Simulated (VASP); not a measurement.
# Al2O3 (R-3c) in VASP: notebook

The runs below take Al2O3 through single point, with PBEsol.

All numbers are computed with VASP 6.6.1; they aren't measurements. Logs are shortened: lines on timing, memory, paths and dates and some standing lists are left out, and cuts for length are marked.

**1. The cell of the first run**

Symmetry: R-3c, No. 167, trigonal system. Conventional cell: a = 4.774 Å, b = 4.774 Å, c = 13.015 Å, α = 90.00°, β = 90.00°, γ = 120.00°. Within 2.5 Å of Al (site symmetry 3) lie 6 O at 1.86 to 1.97 Å. O (site symmetry 2) has 4 Al at 1.86 to 1.97 Å and 12 O at 2.53 to 2.88 Å within 2.9 Å.

**2. Single point, PBEsol**

Contents of INCAR:

```
SYSTEM = Al2O3
PREC = Accurate ; ENCUT = 520
EDIFF = 1E-7 ; ISMEAR = 0
SIGMA = 0.02 ; LREAL = .FALSE.
LASPH = .TRUE. ; NELM = 60
ALGO = Normal ; ISIF = 2
LWAVE = .FALSE. ; LCHARG = .FALSE.
GGA = PS ; NBANDS = 35
```

Contents of KPOINTS:

```
Automatic mesh
0
G
  6 6 6
  0 0 0
```

Contents of POSCAR:

```
Al2O3
1.0
    2.3869305999      1.3780950244      4.3382850876
   -2.3869305999      1.3780950244      4.3382850876
    0.0000000000     -2.7561900488      4.3382850876
Al O
4 6
Direct
    0.1479209712      0.1479209712      0.1479209712
    0.3520790288      0.3520790288      0.3520790288
    0.6479209712      0.6479209712      0.6479209712
    0.8520790288      0.8520790288      0.8520790288
    0.9441401448      0.5558598552      0.2500000000
    0.4441401448      0.7500000000      0.0558598552
    0.5558598552      0.2500000000      0.9441401448
    0.2500000000      0.9441401448      0.5558598552
    0.7500000000      0.0558598552      0.4441401448
    0.0558598552      0.4441401448      0.7500000000
```

Potentials or basis: VASP PAW PBE potentials, release 64 (Al, O).

Run with:

```sh
$ cat potpaw_PBE.64/Al/POTCAR potpaw_PBE.64/O/POTCAR > POTCAR
$ mpirun -np 1 vasp_std > vasp.out
```

OUTCAR:

```text
SYSTEM = Al2O3
   PREC = Accurate
   ENCUT = 520
   EDIFF = 1E-7
   ISMEAR = 0
   LREAL = .FALSE.
   LASPH = .TRUE.
   NELM = 60
   ISIF = 2
   GGA = PS

 ion  position               nearest neighbor table
   1  0.148  0.148  0.148-   6 1.86  10 1.86   9 1.86   5 1.97   7 1.97   8 1.97   2 2.66   4 2.80
                             4 2.80   4 2.80   2 3.23   2 3.23   2 3.23
   2  0.352  0.352  0.352-   9 1.86  10 1.86   6 1.86   5 1.97   8 1.97   7 1.97   1 2.66   3 2.80
                             3 2.80   3 2.80   1 3.23   1 3.23   1 3.23
   3  0.648  0.648  0.648-   8 1.86   5 1.86   7 1.86  10 1.97   9 1.97   6 1.97   4 2.66   2 2.80
                             2 2.80   2 2.80   4 3.23   4 3.23   4 3.23
   4  0.852  0.852  0.852-   7 1.86   5 1.86   8 1.86  10 1.97   6 1.97   9 1.97   3 2.66   1 2.80
                             1 2.80   1 2.80   3 3.23   3 3.23   3 3.23
   5  0.944  0.556  0.250-   3 1.86   4 1.86   1 1.97   2 1.97
   6  0.444  0.750  0.056-   1 1.86   2 1.86   4 1.97   3 1.97
   7  0.556  0.250  0.944-   4 1.86   3 1.86   1 1.97   2 1.97
   8  0.250  0.944  0.556-   3 1.86   4 1.86   2 1.97   1 1.97
   9  0.750  0.056  0.444-   2 1.86   1 1.86   3 1.97   4 1.97
  10  0.056  0.444  0.750-   1 1.86   2 1.86   3 1.97   4 1.97

  LATTYP: Found a trigonal (rhomboedric) cell.
 ALAT       =     5.1397763654
 COS(alpha) =     0.5686586097

  Lattice vectors:

 A1 = (   2.3869305999,   1.3780950244,   4.3382850876)
 A2 = (  -2.3869305999,   1.3780950244,   4.3382850876)
 A3 = (   0.0000000000,  -2.7561900488,   4.3382850876)

Analysis of symmetry for initial positions (statically):
=====================================================================
 Subroutine PRICEL returns:
 Original cell was already a primitive cell.

 Routine SETGRP: Setting up the symmetry group for a
 trigonal (rhombohedral) supercell.

 Subroutine GETGRP returns: Found 12 space group operations
 (whereof  6 operations were pure point group operations)
 out of a pool of 12 trial point group operations.

The static configuration has the point symmetry S_6 .
 The point group associated with its full space group is D_3d.

Analysis of symmetry for dynamics (positions and initial velocities):
=====================================================================
 Subroutine PRICEL returns:
 Original cell was already a primitive cell.

 Routine SETGRP: Setting up the symmetry group for a
 trigonal (rhombohedral) supercell.

 Subroutine GETGRP returns: Found 12 space group operations
 (whereof  6 operations were pure point group operations)
 out of a pool of 12 trial point group operations.

The dynamic configuration has the point symmetry S_6 .
 The point group associated with its full space group is D_3d.

 Subroutine INISYM returns: Found 12 space group operations
 (whereof  6 operations are pure point group operations),
 and found     1 'primitive' translations

----------------------------------------------------------------------------------------

                                     Primitive cell

  volume of cell :      85.6226

  direct lattice vectors                    reciprocal lattice vectors
     2.386930600  1.378095024  4.338285088     0.209474042  0.120939894  0.076835276
    -2.386930600  1.378095024  4.338285088    -0.209474042  0.120939894  0.076835276
     0.000000000 -2.756190049  4.338285088     0.000000000 -0.241879789  0.076835276

  length of vectors
     5.139776365  5.139776365  5.139776365     0.253790252  0.253790252  0.253790252

  position of ions in fractional coordinates (direct lattice)
     0.147920971  0.147920971  0.147920971
     0.352079029  0.352079029  0.352079029
     0.647920971  0.647920971  0.647920971
     0.852079029  0.852079029  0.852079029
     0.944140145  0.555859855  0.250000000
     0.444140145  0.750000000  0.055859855
     0.555859855  0.250000000  0.944140145
     0.250000000  0.944140145  0.555859855
     0.750000000  0.055859855  0.444140145
     0.055859855  0.444140145  0.750000000

  ion indices of the primitive-cell ions
   primitive index   ion index
                 1           1
                 2           2
                 3           3
                 4           4
                 5           5
                 6           6
                 7           7
                 8           8
                 9           9
                10          10

----------------------------------------------------------------------------------------

 KPOINTS: Automatic mesh

Automatic generation of k-mesh.
 Grid dimensions read from file:
 generate k-points for:    6    6    6

 Generating k-lattice:

  Cartesian coordinates                     Fractional coordinates (reciprocal lattice)
     0.034912340  0.020156649  0.012805879     0.166666667  0.000000000  0.000000000
    -0.034912340  0.020156649  0.012805879     0.000000000  0.166666667  0.000000000
     0.000000000 -0.040313298  0.012805879     0.000000000  0.000000000  0.166666667

  Length of vectors
     0.042298375  0.042298375  0.042298375

  Shift w.r.t. Gamma in fractional coordinates (k-lattice)
     0.000000000  0.000000000  0.000000000

 Subroutine IBZKPT returns following result:
 ===========================================

 Found     32 irreducible k-points:

 Following reciprocal coordinates:
            Coordinates               Weight
  0.000000  0.000000  0.000000      1.000000
  0.166667  0.000000  0.000000      6.000000
  0.333333  0.000000  0.000000      6.000000
  0.500000 -0.000000 -0.000000      3.000000
  0.166667  0.166667  0.000000      6.000000
  0.333333  0.166667  0.000000     12.000000
[... 16 lines left out ...]
  0.500000  0.500000  0.166667      6.000000
 -0.333333  0.500000  0.166667     12.000000
 [... further k-points ...]
   k-points           NKPTS =     32   k-points in BZ     NKDIM =     32   number of bands    NBANDS=     35
   number of dos      NEDOS =    301   number of ions     NIONS =     10
   total plane-waves  NPLWV =  64000
   dimension x,y,z NGX =    40 NGY =   40 NGZ =   40
   dimension x,y,z NGXF=    80 NGYF=   80 NGZF=   80
   ions per type =               4   6
   NGX,Y,Z   is equivalent  to a cutoff of  12.94, 12.94, 12.94 a.u.
   NGXF,Y,Z  is equivalent  to a cutoff of  25.88, 25.88, 25.88 a.u.
 SYSTEM =  Al2O3
   PREC   = accura    normal or accurate (medium, high low for compatibility)
   ISTART =      0    job   : 0-new  1-cont  2-samecut
   ICHARG =      2    charge: 1-file 2-atom 10-const
   ISPIN  =      1    spin polarized calculation?
   LNONCOLLINEAR =      F non collinear calculations
   LSORBIT =      F    spin-orbit coupling
   LASPH  =      T    aspherical Exc in radial PAW
   ENCUT  =  520.0 eV  38.22 Ry    6.18 a.u.   9.56  9.56  9.56*2*pi/ulx,y,z
   NELM   =     60;   NELMIN=  2; NELMDL= -5     # of ELM steps
   EDIFF  = 0.1E-06   stopping-criterion for ELM
   LREAL  =      F    real-space projection
   EDIFFG = 0.1E-05   stopping-criterion for IOM
   NSW    =      0    number of steps for IOM
   IBRION =     -1    ionic relax: 0-MD 1-quasi-New 2-CG
   NFREE  =      0    steps in history (QN), initial steepest desc. (CG)
   ISIF   =      2    stress and relaxation
   ISYM   =      2    0-nonsym 1-usesym 2-fastsym
   POTIM  = 0.5000    time-step for ionic-motion
   TEBEG  =    0.0;   TEEND  =   0.0 temperature during run
   PSTRESS=    0.0 pullay stress
   NELECT =      48.0000    total number of electrons
   NUPDOWN=      -1.0000    fix difference up-down
   EMIN   =  10.00;   EMAX   =-10.00  energy-range for DOS
   EFERMI =   0.00;   METHOD = LEGACY
   ISMEAR =     0;   SIGMA  =   0.02  broadening in eV -4-tet -1-fermi 0-gaus
   EFERMI_NEDOS =   21; number of points for ismear=-14 and -15
   IALGO  =     38    algorithm
   IMIX   =      4    mixing-type and parameters
     AMIX     =   0.40;   BMIX     =  1.00
     AMIX_MAG =   1.60;   BMIX_MAG =  1.00
  volume/ion in A,a.u.               =       8.56        57.78
  Fermi-wavevector in a.u.,A,eV,Ry     =   1.349872  2.550888 24.791903  1.822153
  Thomas-Fermi vector in A             =   2.477423
   LORBIT       =      0    0 simple, 1 ext, 2 COOP (PROOUT), +10 PAW based schemes
   GGA     = PS    functional components
   LHFCALC =     F    Hartree Fock is set to
   AEXX    =    0.0000 exact exchange contribution
   IVDW    =     0    specifies the selected vdW correction
   LEPSILON=     F    determine dielectric tensor
   LRPA    =     F    only Hartree local field effects (RPA)
 non-spin polarized calculation
 Gauss-broadening in eV      SIGMA  =   0.02
  energy-cutoff  :      520.00
  volume of cell :       85.62
 maximum number of plane-waves:      2328
 NGX is ok and might be reduce to    40

 number of electron      48.0000012 magnetization

 Free energy of the ion-electron system (eV)
  ---------------------------------------------------
  ext. energy  EPLUGINS =         0.00000000
  ---------------------------------------------------
  free energy    TOTEN  =       -78.66432238 eV

  energy without entropy =      -78.66432238  energy(sigma->0) =      -78.66432238

 E-fermi :   6.0759     XC(G=0): -11.9060

 val. band max:        5.9505030963   @ k =   0.0000   0.0000   0.0000
 cond. band min:      11.9895452335   @ k =   0.0000   0.0000   0.0000
 fundamental gap:      6.0390421372
 Fermi energy:         6.0758665844

 k-point     1 :       0.0000    0.0000    0.0000
  band No.  band energies     occupation
      1     -13.2004      2.00000
      2     -10.8455      2.00000
      3     -10.5647      2.00000
      4     -10.5647      2.00000
      5     -10.2408      2.00000
      6     -10.2408      2.00000
[... 27 lines left out ...]
     34      19.4032      0.00000
     35      20.3673      0.00000

 k-point     2 :       0.1667    0.0000    0.0000
  band No.  band energies     occupation
      1     -13.0565      2.00000
      2     -10.9237      2.00000
      3     -10.6444      2.00000
      4     -10.5925      2.00000
      5     -10.3101      2.00000
      6     -10.2514      2.00000
[... 27 lines left out ...]
     34      18.7589      0.00000
     35      20.0770      0.00000

 k-point     3 :       0.3333    0.0000    0.0000
  band No.  band energies     occupation
      1     -12.6468      2.00000
      2     -11.3906      2.00000
      3     -10.6198      2.00000
      4     -10.5897      2.00000
      5     -10.4561      2.00000
      6     -10.3172      2.00000
[... 27 lines left out ...]
     34      19.2195      0.00000
     35      19.3612      0.00000

 k-point     4 :       0.5000   -0.0000   -0.0000
  band No.  band energies     occupation
      1     -12.0447      2.00000
      2     -12.0447      2.00000
      3     -10.5777      2.00000
      4     -10.5777      2.00000
      5     -10.4477      2.00000
      6     -10.4477      2.00000
[... 27 lines left out ...]
     34      18.5357      0.00000
     35      18.9356      0.00000

 k-point     5 :       0.1667    0.1667    0.0000
  band No.  band energies     occupation
      1     -13.0171      2.00000
      2     -10.9310      2.00000
      3     -10.6814      2.00000
      4     -10.5885      2.00000
      5     -10.3761      2.00000
      6     -10.2256      2.00000
[... 638 lines left out ...]
 k-point    22 :      -0.1667    0.3333    0.1667
  band No.  band energies     occupation
      1     -12.3209      2.00000
      2     -11.3752      2.00000
      3     -10.9531      2.00000
      4     -10.8047      2.00000
      5     -10.4588      2.00000
      6     -10.2931      2.00000
[... 27 lines left out ...]
     34      19.0965      0.00000
     35      19.2376      0.00000

 k-point    23 :       0.5000    0.5000    0.1667
  band No.  band energies     occupation
      1     -12.1699      2.00000
      2     -11.4616      2.00000
      3     -11.1005      2.00000
      4     -10.8633      2.00000
      5     -10.4822      2.00000
      6     -10.1942      2.00000
[... 27 lines left out ...]
     34      19.1291      0.00000
     35      19.4761      0.00000

 k-point    24 :      -0.3333    0.5000    0.1667
  band No.  band energies     occupation
      1     -11.8885      2.00000
      2     -11.5103      2.00000
      3     -11.2519      2.00000
      4     -11.0278      2.00000
      5     -10.4307      2.00000
      6     -10.2193      2.00000
[... 27 lines left out ...]
     34      19.1438      0.00000
     35      19.2898      0.00000

 [... further k-points ...]

------------------------ aborting loop because EDIFF is reached ----------------------------------------

  FORCE on cell =-STRESS in cart. coord.  units (eV):
  Direction    XX          YY          ZZ          XY          YZ          ZX
  --------------------------------------------------------------------------------------
  -------------------------------------------------------------------------------------
  Total        0.0485081      0.0485081     -0.0014513      0.0000000     -0.0000000      0.0000000
  in kB        0.9076879      0.9076879     -0.0271564      0.0000000     -0.0000000      0.0000000
  external PRESSURE =       0.5960732 kB  Pullay stress =       0.0000000 kB

 VOLUME and BASIS-vectors are now :
 -----------------------------------------------------------------------------
  energy-cutoff  :      520.00
  volume of cell :       85.62
      direct lattice vectors                 reciprocal lattice vectors
     2.386930600  1.378095024  4.338285088     0.209474042  0.120939894  0.076835276
    -2.386930600  1.378095024  4.338285088    -0.209474042  0.120939894  0.076835276
     0.000000000 -2.756190049  4.338285088     0.000000000 -0.241879789  0.076835276

 POSITION                                       TOTAL-FORCE (eV/Angst)
 -----------------------------------------------------------------------------------
      0.00000      0.00000      1.92517        -0.000000     -0.000000      0.002142
      0.00000      0.00000      4.58226        -0.000000     -0.000000     -0.002142
      0.00000      0.00000      8.43260        -0.000000     -0.000000      0.002142
      0.00000      0.00000     11.08969        -0.000000     -0.000000     -0.002142
      0.92680      1.37810      7.59200         0.004640     -0.000000      0.000000
     -0.73007      1.49168      5.42286         0.002320      0.004018      0.000000
      0.73007     -1.49168      7.59200        -0.002320     -0.004018      0.000000
     -1.65686      0.11358      7.59200        -0.002320      0.004018      0.000000
      1.65686     -0.11358      5.42286         0.002320     -0.004018      0.000000
     -0.92680     -1.37810      5.42286        -0.004640     -0.000000      0.000000
 -----------------------------------------------------------------------------------
    total drift:                                0.000000     -0.000000      0.000000

  FREE ENERGIE OF THE ION-ELECTRON SYSTEM (eV)
  ---------------------------------------------------
  free  energy   TOTEN  =       -78.6643223766 eV

  energy  without entropy=      -78.6643223766  energy(sigma->0) =      -78.66432238
```

Run time: 2.5 min. Hardware: 1 thread of Intel Xeon 8259CL, shared host; peak memory 0.26 GiB.

What came out:

| Quantity | Value |
| --- | --- |
| Free energy | -78.6643 eV |
| Pressure | 0.1 GPa |
| Largest force | 0.005 eV/Å |
| Band gap on the k mesh | 6.04 eV |

Forces on the atoms (eV/Å):
```
Al   0.000  0.000  0.002
Al   0.000  0.000 -0.002
Al   0.000  0.000  0.002
Al   0.000  0.000 -0.002
O    0.005  0.000  0.000
O    0.002  0.004  0.000
O   -0.002 -0.004  0.000
O   -0.002  0.004  0.000
O    0.002 -0.004  0.000
O   -0.005  0.000  0.000
```

Caveat: the PAW data sets were made with another functional, which shifts forces and pressure a little. A k mesh can miss the band edges.

**3. Single point, PBEsol**

This run uses another cell than the first one: it holds 40 atoms, not 10.

Contents of INCAR:

```
SYSTEM = Al2O3
ALGO = Normal
EDIFF = 1E-7
ENCUT = 520
GGA = PS
ISIF = 2
ISMEAR = 0
LASPH = .TRUE.
LCHARG = .FALSE.
LREAL = Auto
LWAVE = .FALSE.
NBANDS = 122
NELM = 100
PREC = Accurate
SIGMA = 0.02
```

Contents of KPOINTS:

```
Automatic mesh
0
Gamma
  2 2 2
  0.5 0.5 0.5
```

Contents of POSCAR:

```
Al2O3
1.0
    4.7738611999      2.7561900488     -4.3382850876
    0.0000000000     -5.5123800976     -4.3382850876
   -4.7738611999      2.7561900488     -4.3382850876
Al O
16 24
Direct
    0.8520790288      0.3520790288      0.3520790288
    0.3520790288      0.3520790288      0.8520790288
    0.3520790288      0.8520790288      0.3520790288
    0.8520790288      0.8520790288      0.8520790288
    0.6479209712      0.1479209712      0.1479209712
    0.1479209712      0.1479209712      0.6479209712
    0.1479209712      0.6479209712      0.1479209712
    0.6479209712      0.6479209712      0.6479209712
    0.3520790288      0.8520790288      0.8520790288
    0.8520790288      0.8520790288      0.3520790288
    0.8520790288      0.3520790288      0.8520790288
    0.3520790288      0.3520790288      0.3520790288
    0.1479209712      0.6479209712      0.6479209712
    0.6479209712      0.6479209712      0.1479209712
    0.6479209712      0.1479209712      0.6479209712
    0.1479209712      0.1479209712      0.1479209712
    0.5970700724      0.7500000000      0.9029299276
    0.0970700724      0.7500000000      0.4029299276
    0.0970700724      0.2500000000      0.9029299276
    0.5970700724      0.2500000000      0.4029299276
    0.5970700724      0.9029299276      0.2500000000
    0.0970700724      0.9029299276      0.7500000000
    0.0970700724      0.4029299276      0.2500000000
    0.5970700724      0.4029299276      0.7500000000
    0.4029299276      0.0970700724      0.7500000000
    0.9029299276      0.0970700724      0.2500000000
    0.9029299276      0.5970700724      0.7500000000
    0.4029299276      0.5970700724      0.2500000000
    0.2500000000      0.9029299276      0.0970700724
    0.7500000000      0.9029299276      0.5970700724
    0.7500000000      0.4029299276      0.0970700724
    0.2500000000      0.4029299276      0.5970700724
    0.7500000000      0.0970700724      0.9029299276
    0.2500000000      0.0970700724      0.4029299276
    0.2500000000      0.5970700724      0.9029299276
    0.7500000000      0.5970700724      0.4029299276
    0.4029299276      0.2500000000      0.0970700724
    0.9029299276      0.2500000000      0.5970700724
    0.9029299276      0.7500000000      0.0970700724
    0.4029299276      0.7500000000      0.5970700724
```

Potentials or basis: VASP PAW PBE potentials, release 64 (Al, O).

Run with:

```sh
$ cat potpaw_PBE.64/Al/POTCAR potpaw_PBE.64/O/POTCAR > POTCAR
$ mpirun -np 1 vasp_std > vasp.out
```

It took 4.7 min on 1 thread of Intel Xeon 8259CL, shared host; peak memory 0.39 GiB.

The run converged. Its results:

* Free energy: -314.6695 eV
* Pressure: 0.1 GPa
* Largest force: 0.006 eV/Å
* Band gap on the k mesh: 7.13 eV

Forces on the atoms (eV/Å):
```
Al   0.000  0.000  0.006
Al   0.000  0.000  0.006
Al   0.000  0.000  0.006
Al   0.000  0.000  0.006
Al   0.000  0.000 -0.006
Al   0.000  0.000 -0.006
Al   0.000  0.000 -0.006
Al   0.000  0.000 -0.006
Al   0.000  0.000  0.006
Al   0.000  0.000  0.006
Al   0.000  0.000  0.006
Al   0.000  0.000  0.006
Al   0.000  0.000 -0.006
Al   0.000  0.000 -0.006
Al   0.000  0.000 -0.006
Al   0.000  0.000 -0.006
O    0.003  0.000  0.000
O    0.003  0.000  0.000
O    0.003  0.000  0.000
O    0.003  0.000  0.000
O    0.002  0.003  0.000
O    0.002  0.003  0.000
O    0.002  0.003  0.000
O    0.002  0.003  0.000
O   -0.002 -0.003  0.000
O   -0.002 -0.003  0.000
O   -0.002 -0.003  0.000
O   -0.002 -0.003  0.000
O   -0.002  0.003  0.000
O   -0.002  0.003  0.000
O   -0.002  0.003  0.000
O   -0.002  0.003  0.000
O    0.002 -0.003  0.000
O    0.002 -0.003  0.000
O    0.002 -0.003  0.000
O    0.002 -0.003  0.000
O   -0.003  0.000  0.000
O   -0.003  0.000  0.000
O   -0.003  0.000  0.000
O   -0.003  0.000  0.000
```

Stress tensor (GPa, compression positive):
```
0.15 0.00 0.00
0.00 0.15 0.00
0.00 0.00 0.01
```

Levels at points of the mesh, in eV from the valence-band top:
| k point | band 93 | band 94 | band 95 | band 96 | band 97 | band 98 | band 99 | band 100 |
| --- | --- | --- | --- | --- | --- | --- | --- | --- |
| (0.25, 0.25, 0.25) | -0.28 | -0.28 | 0.00 | 0.00 | 7.13 | 9.08 | 9.19 | 9.19 |

Caveat: the PAW data sets were made with another functional, which shifts forces and pressure a little; a shifted mesh leaves out Γ, where band edges can lie. A k mesh can miss the band edges.
